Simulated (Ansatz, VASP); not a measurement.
# One calculation of MgRe3, two programs

```xyz
4
Lattice="0.0000 3.1263 3.1263 3.1263 0.0000 3.1263 3.1263 3.1263 0.0000" Properties=species:S:1:pos:R:3 pbc="T T T"
Mg    0.0000    0.0000    0.0000
Re    1.5631    1.5631    1.5631
Re    3.1263    3.1263    3.1263
Re    4.6894    4.6894    4.6894
```

Alike in both runs: functional RPBE; k mesh 6 × 6 × 6; occupations fermi-dirac, width 0.05 eV; no spin polarisation.

Ansatz relaxed the structure, and its values are those at the end. VASP's run is a single point on that final structure, the one shown.

```csv
,VASP,Ansatz
version,VASP 6.6.1,Ansatz 0.2.0
potentials or method,"VASP PAW PBE potentials, release 64 (Mg, Re), cutoff 520 eV","plane waves, PAW"
valence electrons in the cell,23,55
```

VASP gave:

```
pressure (GPa) : -0.7
```

Task: What did Ansatz give for the same quantities?

Result: Pressure (GPa): 0.0.

VASP's potentials were made for PBE, not for RPBE. VASP's potentials hold 23 valence electrons a cell and Ansatz's 55, so a difference there can come from the potentials and not from the codes.

Spin-orbit coupling is off throughout.
